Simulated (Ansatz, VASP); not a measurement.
# AlAs: VASP beside Ansatz

```
Al As
1.0
     0.00000    2.78097    2.78097
     2.78097    0.00000    2.78097
     2.78097    2.78097    0.00000
Al As
1 1
Direct
  0.00000 0.00000 0.00000
  0.25000 0.25000 0.25000
```

Alike in both runs: task single point; functional r2SCAN; k mesh 6 × 6 × 6; no spin polarisation.

```csv
,VASP,Ansatz
version,VASP 6.6.1,Ansatz 0.2.0
potentials or method,"VASP PAW PBE potentials, release 64 (Al, As)","plane waves, PAW"
plane-wave cutoff (eV),550,500
occupations,"gaussian, width 0.01 eV",fixed
valence electrons in the cell,8,18
```

```tsv
	VASP	Ansatz	Ansatz less VASP
gap on the k mesh at the Fermi level (eV)	1.70	1.71	+0.012
pressure (GPa)	5.4	5.4	+0.01
```

VASP's potentials were made for PBE, not for r2SCAN. VASP's potentials hold 8 valence electrons a cell and Ansatz's 18, so a difference there can come from the potentials and not from the codes.
